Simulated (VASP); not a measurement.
**LaPRuO: relaxation of cell and atoms with PBE**

The system is LaPRuO.

```
La P Ru O
1.0
     4.04800    0.00000    0.00000
     0.00000    4.04800    0.00000
     0.00000    0.00000    8.41000
La P Ru O
2 2 2 2
Direct
  0.00000 0.50000 0.84906
  0.50000 0.00000 0.15094
  0.50000 0.00000 0.64705
  0.00000 0.50000 0.35295
  0.00000 0.00000 0.50000
  0.50000 0.50000 0.50000
  0.50000 0.50000 0.00000
  0.00000 0.00000 0.00000
```

```yaml
Program: VASP 6.6.1
Task: relaxation of cell and atoms
Functional: PBE
Potentials_or_basis: VASP PAW PBE potentials, release 64 (La, P, Ru_pv, O)
Cutoff: 600 eV
k_mesh: 6 × 6 × 4
Occupations: gaussian, width 0.1 eV
Spin: no spin polarisation
Dipole_correction: no
Further_INCAR_settings: ALGO = Normal; EDIFF = 1e-06; IBRION = 2; EDIFFG = -0.05; NSW = 100; ISIF = 3
```

| Item | Value |
| --- | --- |
| Relaxed volume | 17.51 Å³/atom |
| Relaxed cell | a = 4.071 Å, b = 4.071 Å, c = 8.450 Å, α = 90.00°, β = 90.00°, γ = 90.00° |
| Space group after relaxing (to 0.1 Å) | P4/nmm (No. 129) |
| Energy gained by relaxing | 18.4 meV/atom |
| Ionic steps | 6 |
| Pressure after relaxing | 0.0 GPa |
| Largest force after relaxing | 0.042 eV/Å |
| Band gap on the k mesh | zero (bands 36 and 37 overlap by 0.98 eV) |

Forces on the atoms (eV/Å):
```
La   0.000  0.000 -0.042
La   0.000  0.000  0.042
P    0.000  0.000 -0.033
P    0.000  0.000  0.033
Ru   0.000  0.000  0.000
Ru   0.000  0.000  0.000
O    0.000  0.000  0.000
O    0.000  0.000  0.000
```

Stress tensor (GPa, compression positive):
```
-0.16  0.00  0.00
 0.00 -0.16  0.00
 0.00  0.00  0.31
```

The path:
```csv
step,energy change (eV),largest force (eV/Å),pressure (GPa),volume (Å³)
1,0.0000,1.1233,-1.24,137.81
2,-0.0792,0.2526,4.33,135.16
3,-0.0887,0.3892,2.88,135.80
4,-0.1434,0.1703,-0.23,140.23
5,-0.1436,0.1567,-0.03,139.94
6,-0.1473,0.0422,0.00,140.04
```

Final structure:
```cif
data_structure
_symmetry_space_group_name_H-M 'P 1'
_symmetry_Int_Tables_number 1
_cell_length_a 4.0709
_cell_length_b 4.0709
_cell_length_c 8.4504
_cell_angle_alpha 90.000
_cell_angle_beta 90.000
_cell_angle_gamma 90.000
_cell_volume 140.04
loop_
_atom_site_label
_atom_site_type_symbol
_atom_site_fract_x
_atom_site_fract_y
_atom_site_fract_z
_atom_site_occupancy
La1 La 0.00000 0.50000 0.85544 1
La2 La 0.50000 0.00000 0.14456 1
P1 P 0.50000 0.00000 0.63627 1
P2 P 0.00000 0.50000 0.36373 1
Ru1 Ru 0.00000 0.00000 0.50000 1
Ru2 Ru 0.50000 0.50000 0.50000 1
O1 O 0.50000 0.50000 0.00000 1
O2 O 0.00000 0.00000 0.00000 1
```

Levels at points of the mesh, in eV from the Fermi level:
```tsv
k point	band 33	band 34	band 35	band 36	band 37	band 38	band 39	band 40
(0.00, 0.00, 0.00)	-0.29	-0.09	0.27	0.27	1.38	1.49	2.35	2.58
(0.50, 0.00, 0.00)	-2.01	-2.01	-0.83	-0.83	1.63	1.63	1.85	1.85
(0.50, 0.50, 0.00)	-1.84	-1.84	-0.76	-0.76	-0.71	-0.71	1.60	1.60
(0.00, 0.00, 0.50)	-0.29	0.04	0.27	0.27	1.18	1.38	1.84	2.76
(0.50, 0.00, 0.50)	-1.97	-1.97	-0.92	-0.92	1.80	1.80	1.99	1.99
(0.50, 0.50, 0.50)	-1.94	-1.94	-0.76	-0.76	-0.71	-0.71	1.60	1.60
```

It took 10 min on 1 thread of Intel(R) Xeon(R) 6975P-C (Granite Rapids) (shared host), peak memory 0.44 GiB.

Caveat: spin-orbit coupling is left out, which moves the levels of the heavy elements; the relaxation stopped at a loose force limit of 0.05 eV/Å, so its end isn't a converged minimum.
